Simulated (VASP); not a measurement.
A run of VASP 6.6.1 is set up as follows.

INCAR

```
SYSTEM = Si3N4
PREC = Accurate
ENCUT = 600
EDIFF = 1E-6
ISMEAR = -1
SIGMA = 0.05
LREAL = .FALSE.
LASPH = .TRUE.
NELM = 80
ALGO = Normal
ISIF = 3
LWAVE = .FALSE.
LCHARG = .FALSE.
IBRION = 2
NSW = 60
EDIFFG = -0.01
```

Contents of KPOINTS:

```
Automatic mesh
0
G
  7 7 7
  0 0 0
```

File POSCAR:

```
Si3N4
1.0
    4.1307800000      0.0000000000      0.0000000000
    0.0000000000      4.1307800000      0.0000000000
    0.0000000000      0.0000000000      4.1307800000
Si N
3 4
Direct
    0.0000000000      0.0000000000      0.5000000000
    0.5000000000      0.0000000000      0.0000000000
    0.0000000000      0.5000000000      0.0000000000
    0.2395200000      0.2395200000      0.7604800000
    0.7604800000      0.7604800000      0.7604800000
    0.2395200000      0.7604800000      0.2395200000
    0.7604800000      0.2395200000      0.2395200000
```

Potentials or basis: VASP PAW LDA potentials, release 64 (Si, N).

Command:

```sh
$ cat potpaw_LDA.64/Si/POTCAR potpaw_LDA.64/N/POTCAR > POTCAR
$ mpirun -np 1 vasp_std > vasp.out
```

Task: Estimate the relaxed cell.

Result: a = 4.079 Å, b = 4.079 Å, c = 4.079 Å, α = 90.00°, β = 90.00°, γ = 90.00°.

Task: What does it give for the band gap on the k mesh?

Result: 2.65 eV, indirect (least direct gap 2.84 eV).

Task: Estimate the relaxed volume.

Result: 9.70 Å³/atom.

Task: Predict the space group after relaxing (to 0.05 Å).

Result: P-43m (No. 215).

The path:
```tsv
step	energy change (eV)	largest force (eV/Å)	pressure (GPa)	volume (Å³)
1	0.0000	0.2956	-8.92	70.48
2	0.0820	0.8158	14.54	64.92
3	-0.0711	0.1210	-0.34	68.16
4	-0.0711	0.1299	-0.15	68.11
5	-0.0730	0.0392	0.00	67.95
6	-0.0731	0.0032	0.05	67.89
```

A k mesh can miss the band edges.
